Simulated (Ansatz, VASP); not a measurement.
**InP: VASP beside Ansatz**

POSCAR

```
InP
1.0
    0.0000000000      2.9537876370      2.9537876370
    2.9537876370      0.0000000000      2.9537876370
    2.9537876370      2.9537876370      0.0000000000
In P
1 1
Direct
    0.0000000000      0.0000000000      0.0000000000
    0.2500000000      0.2500000000      0.2500000000
```

Contents of INCAR.step1:

```
SYSTEM = InP
PREC = Accurate
ENCUT = 520
EDIFF = 1E-5
ISMEAR = 0
SIGMA = 0.01
LREAL = .FALSE.
LASPH = .TRUE.
NELM = 80
ALGO = Normal
ISIF = 2
LWAVE = .TRUE.
NBANDS = 16
GGA = PE
```

Contents of INCAR.step2:

```
SYSTEM = InP
PREC = Accurate
ENCUT = 520
EDIFF = 1E-6
ISMEAR = 0
SIGMA = 0.01
LREAL = .FALSE.
LASPH = .TRUE.
NELM = 80
ALGO = Normal
ISIF = 2
LWAVE = .FALSE.
LCHARG = .TRUE.
GGA = PE
LHFCALC = .TRUE.
AEXX = 1.0
ALDAC = 0.0
AGGAC = 0.0
PRECFOCK = Normal
LELF = .TRUE.
LVHAR = .TRUE.
NBANDS = 16
ISTART = 1
```

File KPOINTS:

```
regular mesh
0
G
  6 6 6
  0 0 0
```

Input for Ansatz:

```yaml
crystal:
  lattice:
    - [0.0, 2.953787637, 2.953787637]
    - [2.953787637, 0.0, 2.953787637]
    - [2.953787637, 2.953787637, 0.0]
  atoms:
    - { symbol: In, position: [0.0, 0.0, 0.0] }
    - { symbol: P, position: [0.25, 0.25, 0.25] }
kpoints:
  mp_grid: { grid: [6, 6, 6] }
  band_path:
    path:
      - [0.0, 0.0, 0.0]
      - [-0.5, -0.5, 0.0]
      - [-0.375, -0.375, 0.25]
      - [-0.375, 0.0, 0.375]
      - [0.0, 0.0, 0.5]
      - [-0.5, -0.25, 0.25]
    npoints: 1
hamiltonian:
  xc: hf
scf:
  occupations: { method: fixed }
  n_extra_bands: 4
output:
  forces: true
  stress: true
  eigenvalues: true
```

Alike in both runs: task single point; functional HF; k mesh 6 × 6 × 6; no spin polarisation.

|  | VASP | Ansatz |
| --- | --- | --- |
| version | VASP 6.6.1 | Ansatz 0.2.0 |
| potentials or method | VASP PAW PBE potentials, release 64 (In_d, P) | plane waves, PAW |
| plane-wave cutoff (eV) | 520 | 420 |
| occupations | gaussian, width 0.01 eV | fixed |
| valence electrons in the cell | 18 | 18 |

|  | VASP | Ansatz | Ansatz less VASP |
| --- | --- | --- | --- |
| gap on the k mesh at the Fermi level (eV) | 7.04 | 7.00 | -0.042 |
| pressure (GPa) | 2.4 | 2.9 | +0.53 |

VASP's potentials were made for PBE, not for HF. Ansatz's warnings: stress exchange threshold loose, stress scf threshold loose.
